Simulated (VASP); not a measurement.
# ScRu3 (Pm-3n) in VASP: a series of runs, part 2 of 2

VASP 6.6.1. The steps go on from the part before.

## 3. Single point, PBE

This run uses another cell than the first one, of 15.48 Å³/atom.

Contents of INCAR:

```
SYSTEM = ScRu3
PREC = Accurate ; ENCUT = 520
EDIFF = 1E-6 ; ISMEAR = 0
SIGMA = 0.1 ; LREAL = .FALSE.
LASPH = .TRUE. ; NELM = 80
ALGO = Normal ; ISIF = 2
LWAVE = .FALSE. ; LCHARG = .TRUE.
GGA = PE ; LELF = .TRUE.
LVHAR = .TRUE. ; NBANDS = 63
```

Contents of KPOINTS:

```
Automatic mesh
0
G
  4 4 4
  0 0 0
```

Contents of POSCAR:

```
ScRu3
1.0
    4.9849817840      0.0000000000      0.0000000000
    0.0000000000      4.9849817840      0.0000000000
    0.0000000000      0.0000000000      4.9849817840
Sc Ru
2 6
Direct
    0.0000000000      0.0000000000      0.0000000000
    0.5000000000      0.5000000000      0.5000000000
    0.2500000000      0.0000000000      0.5000000000
    0.5000000000      0.7500000000      0.0000000000
    0.7500000000      0.0000000000      0.5000000000
    0.5000000000      0.2500000000      0.0000000000
    0.0000000000      0.5000000000      0.7500000000
    0.0000000000      0.5000000000      0.2500000000
```

Potentials or basis: VASP PAW PBE potentials, release 64 (Sc_sv, Ru_pv).

Started as:

```console
> cat potpaw_PBE.64/Sc_sv/POTCAR potpaw_PBE.64/Ru_pv/POTCAR > POTCAR
> mpirun -np 1 vasp_std > vasp.out
```

OUTCAR:

```text
SYSTEM = ScRu3
   PREC = Accurate
   ENCUT = 520
   EDIFF = 1E-6
   ISMEAR = 0
   LREAL = .FALSE.
   LASPH = .TRUE.
   NELM = 80
   ISIF = 2
   GGA = PE

 ion  position               nearest neighbor table
   1  0.000  0.000  0.000-   3 2.79   4 2.79   5 2.79   6 2.79   7 2.79   8 2.79   3 2.79   5 2.79
                             7 2.79   8 2.79   4 2.79   6 2.79
   2  0.500  0.500  0.500-   3 2.79   4 2.79   5 2.79   6 2.79   7 2.79   8 2.79   4 2.79   6 2.79
                             3 2.79   5 2.79   7 2.79   8 2.79
   3  0.250  0.000  0.500-   5 2.49   5 2.49   1 2.79   1 2.79   2 2.79   2 2.79   8 3.05   7 3.05
                             8 3.05   7 3.05   6 3.05   4 3.05   4 3.05   6 3.05
   4  0.500  0.750  0.000-   6 2.49   6 2.49   1 2.79   2 2.79   2 2.79   1 2.79   8 3.05   7 3.05
                             7 3.05   8 3.05   3 3.05   5 3.05   3 3.05   5 3.05
   5  0.750  0.000  0.500-   3 2.49   3 2.49   1 2.79   1 2.79   2 2.79   2 2.79   8 3.05   7 3.05
                             8 3.05   7 3.05   6 3.05   4 3.05   4 3.05   6 3.05
   6  0.500  0.250  0.000-   4 2.49   4 2.49   1 2.79   2 2.79   2 2.79   1 2.79   8 3.05   7 3.05
                             7 3.05   8 3.05   5 3.05   3 3.05   3 3.05   5 3.05
   7  0.000  0.500  0.750-   8 2.49   8 2.49   1 2.79   2 2.79   1 2.79   2 2.79   3 3.05   4 3.05
                             5 3.05   3 3.05   5 3.05   6 3.05   4 3.05   6 3.05
   8  0.000  0.500  0.250-   7 2.49   7 2.49   1 2.79   2 2.79   1 2.79   2 2.79   3 3.05   4 3.05
                             5 3.05   3 3.05   5 3.05   6 3.05   4 3.05   6 3.05

  LATTYP: Found a simple cubic cell.
 ALAT       =     4.9849817840

  Lattice vectors:

 A1 = (   4.9849817840,   0.0000000000,   0.0000000000)
 A2 = (   0.0000000000,   4.9849817840,   0.0000000000)
 A3 = (   0.0000000000,   0.0000000000,   4.9849817840)

Analysis of symmetry for initial positions (statically):
=====================================================================
 Subroutine PRICEL returns:
 Original cell was already a primitive cell.

 Routine SETGRP: Setting up the symmetry group for a
 simple cubic supercell.

 Subroutine GETGRP returns: Found 48 space group operations
 (whereof 24 operations were pure point group operations)
 out of a pool of 48 trial point group operations.

The static configuration has the point symmetry T_h .
 The point group associated with its full space group is O_h .

Analysis of symmetry for dynamics (positions and initial velocities):
=====================================================================
 Subroutine PRICEL returns:
 Original cell was already a primitive cell.

 Routine SETGRP: Setting up the symmetry group for a
 simple cubic supercell.

 Subroutine GETGRP returns: Found 48 space group operations
 (whereof 24 operations were pure point group operations)
 out of a pool of 48 trial point group operations.

The dynamic configuration has the point symmetry T_h .
 The point group associated with its full space group is O_h .

 Subroutine INISYM returns: Found 48 space group operations
 (whereof 24 operations are pure point group operations),
 and found     1 'primitive' translations

----------------------------------------------------------------------------------------

                                     Primitive cell

  volume of cell :     123.8770

  direct lattice vectors                    reciprocal lattice vectors
     4.984981784  0.000000000  0.000000000     0.200602538  0.000000000  0.000000000
     0.000000000  4.984981784  0.000000000     0.000000000  0.200602538  0.000000000
[... 67 lines left out ...]
   dimension x,y,z NGX =    40 NGY =   40 NGZ =   40
   dimension x,y,z NGXF=    80 NGYF=   80 NGZF=   80
   ions per type =               2   6
   NGX,Y,Z   is equivalent  to a cutoff of  13.34, 13.34, 13.34 a.u.
   NGXF,Y,Z  is equivalent  to a cutoff of  26.68, 26.68, 26.68 a.u.
 SYSTEM =  ScRu3
   PREC   = accura    normal or accurate (medium, high low for compatibility)
   ISTART =      0    job   : 0-new  1-cont  2-samecut
   ICHARG =      2    charge: 1-file 2-atom 10-const
   ISPIN  =      1    spin polarized calculation?
   LNONCOLLINEAR =      F non collinear calculations
   LSORBIT =      F    spin-orbit coupling
   LASPH  =      T    aspherical Exc in radial PAW
   ENCUT  =  520.0 eV  38.22 Ry    6.18 a.u.   9.27  9.27  9.27*2*pi/ulx,y,z
   NELM   =     80;   NELMIN=  2; NELMDL= -5     # of ELM steps
   EDIFF  = 0.1E-05   stopping-criterion for ELM
   LREAL  =      F    real-space projection
   EDIFFG = 0.1E-04   stopping-criterion for IOM
   NSW    =      0    number of steps for IOM
   IBRION =     -1    ionic relax: 0-MD 1-quasi-New 2-CG
   NFREE  =      0    steps in history (QN), initial steepest desc. (CG)
   ISIF   =      2    stress and relaxation
   ISYM   =      2    0-nonsym 1-usesym 2-fastsym
   POTIM  = 0.5000    time-step for ionic-motion
   TEBEG  =    0.0;   TEEND  =   0.0 temperature during run
   PSTRESS=    0.0 pullay stress
   NELECT =     106.0000    total number of electrons
   NUPDOWN=      -1.0000    fix difference up-down
   EMIN   =  10.00;   EMAX   =-10.00  energy-range for DOS
   EFERMI =   0.00;   METHOD = LEGACY
   ISMEAR =     0;   SIGMA  =   0.10  broadening in eV -4-tet -1-fermi 0-gaus
   EFERMI_NEDOS =   21; number of points for ismear=-14 and -15
   IALGO  =     38    algorithm
   IMIX   =      4    mixing-type and parameters
     AMIX     =   0.40;   BMIX     =  1.00
     AMIX_MAG =   1.60;   BMIX_MAG =  1.00
  volume/ion in A,a.u.               =      15.48       104.50
  Fermi-wavevector in a.u.,A,eV,Ry     =   1.554223  2.937055 32.866339  2.415608
  Thomas-Fermi vector in A             =   2.658340
   LORBIT       =      0    0 simple, 1 ext, 2 COOP (PROOUT), +10 PAW based schemes
   GGA     = PE    functional components
   LHFCALC =     F    Hartree Fock is set to
   AEXX    =    0.0000 exact exchange contribution
   IVDW    =     0    specifies the selected vdW correction
   LEPSILON=     F    determine dielectric tensor
   LRPA    =     F    only Hartree local field effects (RPA)
 non-spin polarized calculation
 Gauss-broadening in eV      SIGMA  =   0.10
  energy-cutoff  :      520.00
  volume of cell :      123.88
 maximum number of plane-waves:      3362
 NGX is ok and might be reduce to    40
   NGX = 19   NGY = 19   NGZ = 19

 number of electron     105.9999960 magnetization

 Free energy of the ion-electron system (eV)
  ---------------------------------------------------
  ext. energy  EPLUGINS =         0.00000000
  ---------------------------------------------------
  free energy    TOTEN  =       -66.56565239 eV

  energy without entropy =      -66.48363183  energy(sigma->0) =      -66.52464211

 E-fermi :   9.7419     XC(G=0): -12.9327

 val. band max:        9.7044003227   @ k =   0.2500   0.2500   0.0000
 cond. band min:       9.7688802668   @ k =   0.2500   0.2500   0.2500
 fundamental gap:      0.0644799441
 Fermi energy:         9.7419466798

 k-point     1 :       0.0000    0.0000    0.0000
  band No.  band energies     occupation
      1     -38.7783      2.00000
      2     -38.7750      2.00000
      3     -33.6983      2.00000
      4     -33.6983      2.00000
      5     -33.6141      2.00000
      6     -32.9526      2.00000
[... 649 lines left out ...]
     62      11.2372      0.00000
     63      12.2670      0.00000

------------------------ aborting loop because EDIFF is reached ----------------------------------------

  FORCE on cell =-STRESS in cart. coord.  units (eV):
  Direction    XX          YY          ZZ          XY          YZ          ZX
  --------------------------------------------------------------------------------------
  -------------------------------------------------------------------------------------
  Total        0.0958194      0.0958194      0.0958194      0.0000000     -0.0000000      0.0000000
  in kB        1.2392907      1.2392907      1.2392907      0.0000000     -0.0000000      0.0000000
  external PRESSURE =       1.2392907 kB  Pullay stress =       0.0000000 kB

 VOLUME and BASIS-vectors are now :
 -----------------------------------------------------------------------------
  energy-cutoff  :      520.00
  volume of cell :      123.88
      direct lattice vectors                 reciprocal lattice vectors
     4.984981784  0.000000000  0.000000000     0.200602538  0.000000000  0.000000000
     0.000000000  4.984981784  0.000000000     0.000000000  0.200602538  0.000000000
     0.000000000  0.000000000  4.984981784     0.000000000  0.000000000  0.200602538

 POSITION                                       TOTAL-FORCE (eV/Angst)
 -----------------------------------------------------------------------------------
      0.00000      0.00000      0.00000        -0.000000      0.000000      0.000000
      2.49249      2.49249      2.49249        -0.000000      0.000000      0.000000
      1.24625      0.00000      2.49249         0.000000      0.000000     -0.000000
      2.49249      3.73874      0.00000         0.000000      0.000000      0.000000
      3.73874      0.00000      2.49249        -0.000000     -0.000000      0.000000
      2.49249      1.24625      0.00000        -0.000000     -0.000000      0.000000
      0.00000      2.49249      3.73874         0.000000     -0.000000      0.000000
      0.00000      2.49249      1.24625        -0.000000      0.000000      0.000000
 -----------------------------------------------------------------------------------
    total drift:                               -0.000000     -0.000000      0.000000

  FREE ENERGIE OF THE ION-ELECTRON SYSTEM (eV)
  ---------------------------------------------------
  free  energy   TOTEN  =       -66.5656523918 eV

  energy  without entropy=      -66.4836318338  energy(sigma->0) =      -66.52464211
```

Wall time 60 s (1 thread of Intel Xeon 6975P-C (Granite Rapids), shared host); peak memory 0.26 GiB.

Results:

```yaml
Free_energy: -66.5657 eV
Pressure: 0.1 GPa
Band_gap_on_the_k_mesh: zero (bands 53 and 54 overlap by 0.87 eV)
```

## 4. Single point, PBE

This run uses another cell than the first one, of 15.52 Å³/atom.

Contents of INCAR:

```
SYSTEM = ScRu3
  PREC = Accurate
  ENCUT = 520
  EDIFF = 1E-6
  ISMEAR = 0
  SIGMA = 0.1
  LREAL = .FALSE.
  LASPH = .TRUE.
  NELM = 100
  ALGO = Fast
  ISIF = 2
  LWAVE = .FALSE.
  LCHARG = .TRUE.
  GGA = PE
  LELF = .TRUE.
  LVHAR = .TRUE.
  NBANDS = 63
```

Contents of KPOINTS:

```
Automatic mesh
0
G
  8 8 8
  0 0 0
```

Changes to POSCAR since step 3:

```diff
@@ -2,5 +2,5 @@
 1.0
-    4.9849817840      0.0000000000      0.0000000000
-    0.0000000000      4.9849817840      0.0000000000
-    0.0000000000      0.0000000000      4.9849817840
+    4.9892471298      0.0000000000      0.0000000000
+    0.0000000000      4.9892471298      0.0000000000
+    0.0000000000      0.0000000000      4.9892471298
 Sc Ru
```

Started as:

```console
> cat potpaw_PBE.64/Sc_sv/POTCAR potpaw_PBE.64/Ru_pv/POTCAR > POTCAR
> mpirun -np 1 vasp_std > vasp.out
```

Run time: 4 min. Hardware: 1 thread of Intel Xeon 6975P-C (Granite Rapids), shared host; peak memory 0.36 GiB.

It converged, with:

```yaml
Free_energy: -66.5004 eV
Pressure: 0.2 GPa
Band_gap_on_the_k_mesh: zero (bands 53 and 54 overlap by 0.86 eV)
```

Levels at points of the mesh, in eV from the Fermi level:
```tsv
k point	band 49	band 50	band 51	band 52	band 53	band 54	band 55	band 56
(0.00, 0.00, 0.00)	-0.35	-0.21	-0.21	0.34	0.34	0.34	0.35	0.35
(0.50, 0.00, 0.00)	-0.58	-0.58	-0.13	-0.13	0.48	0.48	0.61	0.61
(0.50, 0.50, 0.00)	-1.26	-1.14	-0.88	-0.75	-0.75	-0.33	0.01	0.46
(0.50, 0.50, 0.50)	-1.88	-1.88	-0.32	-0.32	-0.32	-0.32	-0.32	-0.32
```

## 5. Relaxation of cell and atoms, PBE

Contents of INCAR:

```
  PREC = Accurate
  ENCUT = 600
  EDIFF = 1E-6
  ISMEAR = 0
  SIGMA = 0.1
  LREAL = F
  LASPH = T
  NELM = 80
  ALGO = Normal
  ISIF = 3
  LWAVE = F
  LCHARG = F
  GGA = PE
  IBRION = 2
  NSW = 90
  EDIFFG = -0.04
```

Contents of KPOINTS:

```
Automatic mesh
0
Gamma
  4 4 4
```

Changes to POSCAR since step 4:

```diff
@@ -2,5 +2,5 @@
 1.0
-    4.9892471298      0.0000000000      0.0000000000
-    0.0000000000      4.9892471298      0.0000000000
-    0.0000000000      0.0000000000      4.9892471298
+    4.7576191800      0.0000000000      0.0000000000
+    0.0000000000      4.7576191800      0.0000000000
+    0.0000000000      0.0000000000      4.7576191800
 Sc Ru
```

Potentials or basis: VASP PAW PBE potentials, release 64 (Sc_sv, Ru_pv).

Started as:

```console
> cat potpaw_PBE.64/Sc_sv/POTCAR potpaw_PBE.64/Ru_pv/POTCAR > POTCAR
> mpirun -np 1 vasp_std > vasp.out
```

OUTCAR:

```text
PREC = Accurate
   ENCUT = 600
   EDIFF = 1E-6
   ISMEAR = 0
   LREAL = F
   LASPH = T
   NELM = 80
   ISIF = 3
   GGA = PE
   IBRION = 2
   NSW = 90
   EDIFFG = -0.04

 ion  position               nearest neighbor table
   1  0.000  0.000  0.000-   3 2.66   4 2.66   5 2.66   6 2.66   7 2.66   8 2.66   3 2.66   5 2.66
                             7 2.66   8 2.66   4 2.66   6 2.66
   2  0.500  0.500  0.500-   3 2.66   4 2.66   5 2.66   6 2.66   7 2.66   8 2.66   4 2.66   6 2.66
                             3 2.66   5 2.66   7 2.66   8 2.66
   3  0.250  0.000  0.500-   5 2.38   5 2.38   1 2.66   1 2.66   2 2.66   2 2.66   8 2.91   4 2.91
                             4 2.91   6 2.91   6 2.91   7 2.91   8 2.91   7 2.91
   4  0.500  0.750  0.000-   6 2.38   6 2.38   1 2.66   2 2.66   2 2.66   1 2.66   8 2.91   5 2.91
                             3 2.91   5 2.91   3 2.91   7 2.91   7 2.91   8 2.91
   5  0.750  0.000  0.500-   3 2.38   3 2.38   1 2.66   1 2.66   2 2.66   2 2.66   8 2.91   4 2.91
                             4 2.91   6 2.91   6 2.91   7 2.91   8 2.91   7 2.91
   6  0.500  0.250  0.000-   4 2.38   4 2.38   1 2.66   2 2.66   2 2.66   1 2.66   8 2.91   3 2.91
                             3 2.91   5 2.91   5 2.91   7 2.91   7 2.91   8 2.91
   7  0.000  0.500  0.750-   8 2.38   8 2.38   1 2.66   2 2.66   1 2.66   2 2.66   3 2.91   4 2.91
                             5 2.91   3 2.91   5 2.91   6 2.91   4 2.91   6 2.91
   8  0.000  0.500  0.250-   7 2.38   7 2.38   1 2.66   2 2.66   1 2.66   2 2.66   3 2.91   4 2.91
                             5 2.91   3 2.91   5 2.91   6 2.91   4 2.91   6 2.91

  LATTYP: Found a simple cubic cell.
 ALAT       =     4.7576191800

  Lattice vectors:

 A1 = (   4.7576191800,   0.0000000000,   0.0000000000)
 A2 = (   0.0000000000,   4.7576191800,   0.0000000000)
 A3 = (   0.0000000000,   0.0000000000,   4.7576191800)

[... 166 lines left out ...]

 number of electron     106.0000018 magnetization

 Free energy of the ion-electron system (eV)
  ---------------------------------------------------
  ext. energy  EPLUGINS =         0.00000000
  ---------------------------------------------------
  free energy    TOTEN  =       -64.86692998 eV

  energy without entropy =      -64.79740741  energy(sigma->0) =      -64.83216870

 E-fermi :  11.8503     XC(G=0): -13.7510

 val. band max:       11.7892351854   @ k =   0.5000   0.2500   0.2500
 cond. band min:      11.8622480048   @ k =   0.2500   0.2500   0.2500
 fundamental gap:      0.0730128194
 Fermi energy:        11.8502528920

 k-point     1 :       0.0000    0.0000    0.0000
  band No.  band energies     occupation
      1     -36.3015      2.00000
      2     -36.2886      2.00000
      3     -32.1503      2.00000
      4     -32.1503      2.00000
      5     -32.0007      2.00000
      6     -31.1708      2.00000
[... 816 lines left out ...]
--------------------------------------- Ionic step        5  -------------------------------------------

 number of electron     105.9999960 magnetization

 Free energy of the ion-electron system (eV)
  ---------------------------------------------------
  ext. energy  EPLUGINS =         0.00000000
  ---------------------------------------------------
  free energy    TOTEN  =       -66.55205684 eV

  energy without entropy =      -66.47001095  energy(sigma->0) =      -66.51103390

 E-fermi :   9.7387     XC(G=0): -12.9314

 val. band max:        9.7012187911   @ k =   0.2500   0.2500   0.0000
 cond. band min:       9.7656805476   @ k =   0.2500   0.2500   0.2500
 fundamental gap:      0.0644617566
 Fermi energy:         9.7387426793

 k-point     1 :       0.0000    0.0000    0.0000
  band No.  band energies     occupation
      1     -38.7821      2.00000
      2     -38.7788      2.00000
      3     -33.7007      2.00000
      4     -33.7007      2.00000
      5     -33.6166      2.00000
      6     -32.9554      2.00000
[... 684 lines left out ...]
  FREE ENERGIE OF THE ION-ELECTRON SYSTEM (eV)
  ---------------------------------------------------
  free  energy   TOTEN  =       -66.5520568415 eV

  energy  without entropy=      -66.4700109539  energy(sigma->0) =      -66.51103390

 reached required accuracy - stopping structural energy minimisation
```

OSZICAR:

```text
N       E                     dE             d eps       ncg     rms          rms(c)
DAV:   1     0.183122813350E+04    0.18312E+04   -0.60224E+04  1260   0.216E+03
DAV:   2     0.854505832791E+02   -0.17458E+04   -0.17167E+04  1260   0.713E+02
DAV:   3    -0.570307380796E+02   -0.14248E+03   -0.13425E+03  1694   0.201E+02
[... 69 lines left out ...]
DAV:   4    -0.665519687288E+02    0.27974E-03   -0.22675E-03  1515   0.229E-01    0.742E-02
DAV:   5    -0.665520605850E+02   -0.91856E-04   -0.20007E-04  1802   0.779E-02    0.117E-02
DAV:   6    -0.665520586783E+02    0.19067E-05   -0.17168E-05  1761   0.262E-02    0.506E-03
DAV:   7    -0.665520564135E+02    0.22648E-05   -0.14444E-06   750   0.794E-03    0.314E-03
DAV:   8    -0.665520568415E+02   -0.42803E-06   -0.38798E-07   742   0.737E-03
   5 F= -.66552057E+02 E0= -.66511034E+02  d E =-.168513E+01
```

It took 5.2 min on 1 thread of Intel Xeon 6975P-C (Granite Rapids), shared host; peak memory 0.28 GiB.

What came out:

```
Free energy                           : -66.5521 eV
Relaxed volume                        : 15.49 Å³/atom
Relaxed cell                          : a = 4.985 Å, b = 4.985 Å, c = 4.985 Å, α = 90.00°, β = 90.00°, γ = 90.00°
Space group after relaxing (to 0.1 Å) : Pm-3n (No. 223)
Energy gained by relaxing             : 210.6 meV/atom
Ionic steps                           : 5
Pressure after relaxing               : 0.0 GPa
Band gap on the k mesh                : zero (bands 53 and 54 overlap by 0.87 eV)
```

The path:
| step | energy change (eV) | largest force (eV/Å) | pressure (GPa) | volume (Å³) |
| --- | --- | --- | --- | --- |
| 1 | 0.0000 | 0.0000 | 37.80 | 107.69 |
| 2 | 3.1803 | 0.0000 | -28.84 | 165.15 |
| 3 | -1.6715 | 0.0000 | -2.55 | 125.62 |
| 4 | -1.6847 | 0.0000 | -0.49 | 124.25 |
| 5 | -1.6851 | 0.0000 | 0.04 | 123.90 |

Final structure:
```
Sc Ru
1.0
     4.98535    0.00000    0.00000
     0.00000    4.98535    0.00000
     0.00000    0.00000    4.98535
Sc Ru
2 6
Direct
  0.00000 0.00000 0.00000
  0.50000 0.50000 0.50000
  0.25000 0.00000 0.50000
  0.50000 0.75000 0.00000
  0.75000 0.00000 0.50000
  0.50000 0.25000 0.00000
  0.00000 0.50000 0.75000
  0.00000 0.50000 0.25000
```

Caveat: the volume moved by over 15 % at a fixed basis, so the end points are rough.

## 6. Overview

| task | cell | k mesh | cutoff (eV) | gap on the mesh (eV) | pressure (GPa) |
| --- | --- | --- | --- | --- | --- |
| single point | a = 4.758 Å, 8 atoms | 4 × 4 × 4 | 520 | none | 37.8 |
| single point | a = 4.985 Å, 8 atoms | 4 × 4 × 4 | 520 | none | 0.1 |
| single point | a = 4.989 Å, 8 atoms | 8 × 8 × 8 | 520 | none | 0.2 |
| relaxation of cell and atoms | relaxed from a = 4.758 Å, 8 atoms | 4 × 4 × 4 | 600 | none | 0.0 |

Alike in all rows: level PBE; potentials or basis VASP PAW PBE potentials, release 64 (Sc_sv, Ru_pv); no spin polarisation; smearing gaussian 0.1 eV.

Caveats: the cell stands under pressure (at least some runs); the volume moved by over 15 % at a fixed basis, so the end points are rough (at least some runs).

Total energies depend on the potentials used, so only differences within one code and one set of settings carry meaning.

The gap in the log of VASP goes by the Fermi energy; the results here count the filled bands.